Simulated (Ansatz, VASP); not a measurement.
## PbS: VASP beside Ansatz

```
CELL_PARAMETERS angstrom
2.06375 -5.86928 0.00000
2.06375 5.86928 0.00000
0.00000 0.00000 4.26044
ATOMIC_POSITIONS crystal
Pb 0.87228 0.12772 0.75000
Pb 0.12772 0.87228 0.25000
S 0.64368 0.35632 0.75000
S 0.35632 0.64368 0.25000
```

Alike in both runs: task single point; functional r2SCAN; k mesh 6 × 6 × 6; no spin polarisation.

```csv
,VASP,Ansatz
version,VASP 6.6.1,Ansatz 0.2.0
potentials or method,"VASP PAW PBE potentials, release 64 (Pb_d, S)","plane waves, PAW"
plane-wave cutoff (eV),520,500
occupations,"gaussian, width 0.01 eV",fixed
valence electrons in the cell,40,40
```

|  | VASP | Ansatz | Ansatz less VASP |
| --- | --- | --- | --- |
| gap on the k mesh at the Fermi level (eV) | 1.43 | 1.43 | +0.001 |
| pressure (GPa) | 1.0 | 1.0 | -0.01 |
| rms of the force components (eV/Å) | 0.009 | 0.012 | +0.0036 |

VASP's potentials were made for PBE, not for r2SCAN. Atom by atom the forces differ by 0.004 eV/Å (rms over components).

Neither program's run includes spin-orbit coupling.
